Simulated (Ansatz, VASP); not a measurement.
Li in VASP and in Ansatz

```
Li
1.0
     3.04878    0.00000    0.00000
    -1.52439    2.64032    0.00000
     0.00000    0.00000    5.09300
Li
2
Direct
  0.33333 0.66667 0.25000
  0.66667 0.33333 0.75000
```

Change from the starting cell: equal xx and yy strain of -2 %, crystal datasets.

Alike in both runs: task electric field gradients; functional PBE; k mesh 15 × 15 × 8; occupations fermi-dirac, width 0.08 eV; no spin polarisation.

|  | VASP | Ansatz |
| --- | --- | --- |
| version | VASP 6.6.1 | Ansatz 0.2.0 |
| potentials or method | VASP PAW PBE potentials, release 64 (Li_sv), cutoff 520 eV | all-electron PAW with datasets made for the crystal, scalar-relativistic |

```csv
,VASP,Ansatz,Ansatz less VASP
size of Vzz on the site where it differs most (V/Å²),0.1,0.1,-0.02
```

Ansatz ran all-electron here, and VASP with PAW potentials.

Noted on VASP's run: the cutoff is under 1.25 times that of the potentials, so the pressure is a little rough.
